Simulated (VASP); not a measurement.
# Se (R-3m) in VASP: single point with LDA

Aim: the single point of Se with LDA.

All numbers are computed with VASP 6.6.1; they aren't measurements. Logs are shortened: lines on timing, memory, paths and dates and some standing lists are left out, and cuts for length are marked.

## 1. The cell of the first run

It takes space group R-3m (No. 166, trigonal). Conventional cell: a = 4.322 Å, b = 4.322 Å, c = 31.757 Å, α = 90.00°, β = 90.00°, γ = 120.00°. Se (site symmetry -3m) has 6 Se at 4.32 Å within 5.7 Å.

## 2. Single point, LDA

Contents of INCAR:

```
  PREC = Accurate
  ENCUT = 520
  EDIFF = 1E-6
  ISMEAR = 1
  SIGMA = 0.15
  LREAL = False
  LASPH = True
  NELM = 80
  ALGO = Normal
  ISIF = 2
  LWAVE = False
  LCHARG = True
  LELF = True
  LVHAR = True
  NBANDS = 9
```

Contents of KPOINTS:

```
Automatic mesh
0
Gamma
  6 6 6
```

Contents of POSCAR:

```
Se
1.0
    2.1609690000      1.2476360000     10.5855710000
   -2.1609690000      1.2476360000     10.5855710000
    0.0000000000     -2.4952720000     10.5855710000
Se
1
Direct
    0.0000000000      0.0000000000      0.0000000000
```

Potentials or basis: VASP PAW LDA potentials, release 64 (Se).

Command:

```sh
$ cat potpaw_LDA.64/Se/POTCAR > POTCAR
$ mpirun -np 1 vasp_std > vasp.out
```

OUTCAR:

```text
PREC = Accurate
   ENCUT = 520
   EDIFF = 1E-6
   ISMEAR = 1
   LREAL = False
   LASPH = True
   NELM = 80
   ISIF = 2

 ion  position               nearest neighbor table
   1  0.000  0.000  0.000-

  LATTYP: Found a trigonal (rhomboedric) cell.
 ALAT       =    10.8756928976
 COS(alpha) =     0.9210388985

  Lattice vectors:

 A1 = (   2.1609690000,   1.2476360000,  10.5855710000)
 A2 = (  -2.1609690000,   1.2476360000,  10.5855710000)
 A3 = (   0.0000000000,  -2.4952720000,  10.5855710000)

Analysis of symmetry for initial positions (statically):
=====================================================================
 Subroutine PRICEL returns:
 Original cell was already a primitive cell.

 Routine SETGRP: Setting up the symmetry group for a
 trigonal (rhombohedral) supercell.

 Subroutine GETGRP returns: Found 12 space group operations
 (whereof 12 operations were pure point group operations)
 out of a pool of 12 trial point group operations.

The static configuration has the point symmetry D_3d.

Analysis of symmetry for dynamics (positions and initial velocities):
=====================================================================
 Subroutine PRICEL returns:
 Original cell was already a primitive cell.

 Routine SETGRP: Setting up the symmetry group for a
 trigonal (rhombohedral) supercell.

 Subroutine GETGRP returns: Found 12 space group operations
 (whereof 12 operations were pure point group operations)
 out of a pool of 12 trial point group operations.

The dynamic configuration has the point symmetry D_3d.

 Subroutine INISYM returns: Found 12 space group operations
 (whereof 12 operations are pure point group operations),
 and found     1 'primitive' translations

----------------------------------------------------------------------------------------

                                     Primitive cell

  volume of cell :     171.2387

  direct lattice vectors                    reciprocal lattice vectors
     2.160969000  1.247636000 10.585571000     0.231377683  0.133585971  0.031489405
    -2.160969000  1.247636000 10.585571000    -0.231377683  0.133585971  0.031489405
     0.000000000 -2.495272000 10.585571000     0.000000000 -0.267171942  0.031489405

  length of vectors
    10.875692898 10.875692898 10.875692886     0.269021238  0.269021238  0.269021243

  position of ions in fractional coordinates (direct lattice)
     0.000000000  0.000000000  0.000000000

  ion indices of the primitive-cell ions
   primitive index   ion index
                 1           1

----------------------------------------------------------------------------------------

 KPOINTS: Automatic mesh

Automatic generation of k-mesh.
 Grid dimensions read from file:
 generate k-points for:    6    6    6

 Generating k-lattice:

  Cartesian coordinates                     Fractional coordinates (reciprocal lattice)
     0.038562947  0.022264329  0.005248234     0.166666667  0.000000000 -0.000000000
    -0.038562947  0.022264329  0.005248234     0.000000000  0.166666667 -0.000000000
     0.000000000 -0.044528657  0.005248234    -0.000000000 -0.000000000  0.166666667

  Length of vectors
     0.044836873  0.044836873  0.044836874

  Shift w.r.t. Gamma in fractional coordinates (k-lattice)
     0.000000000  0.000000000  0.000000000

 Subroutine IBZKPT returns following result:
 ===========================================

 Found     32 irreducible k-points:

 Following reciprocal coordinates:
            Coordinates               Weight
  0.000000  0.000000  0.000000      1.000000
  0.166667  0.000000  0.000000      6.000000
  0.333333  0.000000 -0.000000      6.000000
  0.500000  0.000000  0.000000      3.000000
  0.166667  0.166667  0.000000      6.000000
  0.333333  0.166667  0.000000     12.000000
[... 16 lines left out ...]
  0.500000  0.500000  0.166667      6.000000
 -0.333333  0.500000  0.166667     12.000000
 [... further k-points ...]
   k-points           NKPTS =     32   k-points in BZ     NKDIM =     32   number of bands    NBANDS=      9
   number of dos      NEDOS =    301   number of ions     NIONS =      1
   total plane-waves  NPLWV = 592704
   dimension x,y,z NGX =    84 NGY =   84 NGZ =   84
   dimension x,y,z NGXF=   168 NGYF=  168 NGZF=  168
   ions per type =               1
   NGX,Y,Z   is equivalent  to a cutoff of  12.84, 12.84, 12.84 a.u.
   NGXF,Y,Z  is equivalent  to a cutoff of  25.68, 25.68, 25.68 a.u.
 SYSTEM =  unknown system
   PREC   = accura    normal or accurate (medium, high low for compatibility)
   ISTART =      0    job   : 0-new  1-cont  2-samecut
   ICHARG =      2    charge: 1-file 2-atom 10-const
   ISPIN  =      1    spin polarized calculation?
   LNONCOLLINEAR =      F non collinear calculations
   LSORBIT =      F    spin-orbit coupling
   LASPH  =      T    aspherical Exc in radial PAW
   ENCUT  =  520.0 eV  38.22 Ry    6.18 a.u.  20.22 20.22 20.22*2*pi/ulx,y,z
   NELM   =     80;   NELMIN=  2; NELMDL= -5     # of ELM steps
   EDIFF  = 0.1E-05   stopping-criterion for ELM
   LREAL  =      F    real-space projection
   EDIFFG = 0.1E-04   stopping-criterion for IOM
   NSW    =      0    number of steps for IOM
   IBRION =     -1    ionic relax: 0-MD 1-quasi-New 2-CG
   NFREE  =      0    steps in history (QN), initial steepest desc. (CG)
   ISIF   =      2    stress and relaxation
   ISYM   =      2    0-nonsym 1-usesym 2-fastsym
   POTIM  = 0.5000    time-step for ionic-motion
   TEBEG  =    0.0;   TEEND  =   0.0 temperature during run
   PSTRESS=    0.0 pullay stress
   NELECT =       6.0000    total number of electrons
   NUPDOWN=      -1.0000    fix difference up-down
   EMIN   =  10.00;   EMAX   =-10.00  energy-range for DOS
   EFERMI =   0.00;   METHOD = LEGACY
   ISMEAR =     1;   SIGMA  =   0.15  broadening in eV -4-tet -1-fermi 0-gaus
   EFERMI_NEDOS =   21; number of points for ismear=-14 and -15
   IALGO  =     38    algorithm
   IMIX   =      4    mixing-type and parameters
     AMIX     =   0.40;   BMIX     =  1.00
     AMIX_MAG =   1.60;   BMIX_MAG =  1.00
  volume/ion in A,a.u.               =     171.24      1155.58
  Fermi-wavevector in a.u.,A,eV,Ry     =   0.535704  1.012333  3.904578  0.286978
  Thomas-Fermi vector in A             =   1.560688
   LORBIT       =      0    0 simple, 1 ext, 2 COOP (PROOUT), +10 PAW based schemes
   GGA     = CA    functional components
   LHFCALC =     F    Hartree Fock is set to
   AEXX    =    0.0000 exact exchange contribution
   IVDW    =     0    specifies the selected vdW correction
   LEPSILON=     F    determine dielectric tensor
   LRPA    =     F    only Hartree local field effects (RPA)
 non-spin polarized calculation
 Methfessel and Paxton  Order N= 1 SIGMA  =   0.15
  energy-cutoff  :      520.00
  volume of cell :      171.24
 maximum number of plane-waves:      4636
 NGX is ok and might be reduce to    84
   NGX = 41   NGY = 41   NGZ = 41

 number of electron       5.9999999 magnetization

 Free energy of the ion-electron system (eV)
  ---------------------------------------------------
  ext. energy  EPLUGINS =         0.00000000
  ---------------------------------------------------
  free energy    TOTEN  =        -0.81436796 eV

  energy without entropy =       -0.79749604  energy(sigma->0) =       -0.80874399

 E-fermi :  -5.5160     XC(G=0):  -2.9271

 val. band max:       -5.6064376163   @ k =  -0.1667   0.1667   0.1667
 cond. band min:      -5.5160077249   @ k =   0.1667   0.0000   0.0000
 fundamental gap:      0.0904298914
 Fermi energy:        -5.5160284193

 k-point     1 :       0.0000    0.0000    0.0000
  band No.  band energies     occupation
      1     -16.6948      2.00000
      2      -5.8597      2.00559
      3      -5.0739     -0.00025
      4      -5.0739     -0.00025
      5      -0.2261      0.00000
      6       1.5509      0.00000
      7       1.6971      0.00000
      8       3.7381      0.00000
      9       5.1301      0.00000

 k-point     2 :       0.1667    0.0000    0.0000
  band No.  band energies     occupation
      1     -16.6531      2.00000
      2      -5.7788      2.03267
      3      -5.5160      0.99977
      4      -5.1583     -0.00381
      5       0.2860      0.00000
      6       1.7664      0.00000
      7       2.0776      0.00000
      8       3.9822      0.00000
      9       4.2729      0.00000

 k-point     3 :       0.3333    0.0000   -0.0000
  band No.  band energies     occupation
      1     -16.5669      2.00000
      2      -6.2236      2.00000
      3      -5.6064      1.84251
      4      -5.3170     -0.06814
      5       1.2743      0.00000
      6       1.9973      0.00000
      7       2.6494      0.00000
      8       3.8763      0.00000
      9       4.3594      0.00000

 k-point     4 :       0.5000    0.0000    0.0000
  band No.  band energies     occupation
      1     -16.5224      2.00000
      2      -6.5250      2.00000
      3      -5.5141      0.97816
      4      -5.3920      0.00693
      5       1.7790      0.00000
      6       2.0734      0.00000
      7       3.2526      0.00000
      8       3.4194      0.00000
      9       4.0463      0.00000
[... 205 lines left out ...]
 k-point    22 :      -0.1667    0.3333    0.1667
  band No.  band energies     occupation
      1     -16.5227      2.00000
      2      -6.3641      2.00000
      3      -5.6276      1.94862
      4      -5.5155      0.99384
      5       2.1304      0.00000
      6       2.2458      0.00000
      7       3.1041      0.00000
      8       3.9091      0.00000
      9       4.2053      0.00000

 k-point    23 :       0.5000    0.5000    0.1667
  band No.  band energies     occupation
      1     -16.5669      2.00000
      2      -6.2236      2.00000
      3      -5.6065      1.84308
      4      -5.3170     -0.06814
      5       1.3858      0.00000
      6       1.7725      0.00000
      7       2.9001      0.00000
      8       3.4912      0.00000
      9       4.3851      0.00000

 k-point    24 :      -0.3333    0.5000    0.1667
  band No.  band energies     occupation
      1     -16.5227      2.00000
      2      -6.3641      2.00000
      3      -5.6276      1.94863
      4      -5.5155      0.99432
      5       2.1241      0.00000
      6       2.2594      0.00000
      7       3.2610      0.00000
      8       3.6712      0.00000
      9       4.1892      0.00000

 [... further k-points ...]
[... 5 lines left out ...]
  --------------------------------------------------------------------------------------
  -------------------------------------------------------------------------------------
  Total       -2.2144965     -2.2144963     -0.0002412      0.0000000      0.0000000      0.0000000
  in kB      -20.7197065    -20.7197054     -0.0022564      0.0000000      0.0000000      0.0000000
  external PRESSURE =     -13.8138894 kB  Pullay stress =       0.0000000 kB

 VOLUME and BASIS-vectors are now :
 -----------------------------------------------------------------------------
  energy-cutoff  :      520.00
  volume of cell :      171.24
      direct lattice vectors                 reciprocal lattice vectors
     2.160969000  1.247636000 10.585571000     0.231377683  0.133585971  0.031489405
    -2.160969000  1.247636000 10.585571000    -0.231377683  0.133585971  0.031489405
     0.000000000 -2.495272000 10.585571000     0.000000000 -0.267171942  0.031489405

 POSITION                                       TOTAL-FORCE (eV/Angst)
 -----------------------------------------------------------------------------------
      0.00000      0.00000      0.00000         0.000000      0.000000     -0.000000
 -----------------------------------------------------------------------------------
    total drift:                               -0.000000     -0.000000      0.000000

  FREE ENERGIE OF THE ION-ELECTRON SYSTEM (eV)
  ---------------------------------------------------
  free  energy   TOTEN  =        -0.8143679618 eV

  energy  without entropy=       -0.7974960418  energy(sigma->0) =       -0.80874399
```

Run time: 9.1 min. Hardware: 1 thread of AMD EPYC 7R13 (Zen 3), shared host; peak memory 0.6 GiB.

Results:

```yaml
Free_energy: -0.8144 eV
Pressure: -1.4 GPa
Band_gap_on_the_k_mesh: zero (bands 3 and 4 overlap by 0.44 eV)
```

Levels at points of the mesh, in eV from the Fermi level:
```csv
k point,band 1,band 2,band 3,band 4,band 5,band 6,band 7
"(0.00, 0.00, 0.00)",-11.18,-0.34,0.44,0.44,5.29,7.07,7.21
"(0.50, 0.00, 0.00)",-11.01,-1.01,0.00,0.12,7.30,7.59,8.77
"(0.50, 0.50, 0.00)",-11.01,-1.01,0.00,0.12,7.31,7.55,8.88
"(0.50, 0.50, 0.50)",-11.18,-0.34,0.44,0.44,5.39,6.49,7.80
```
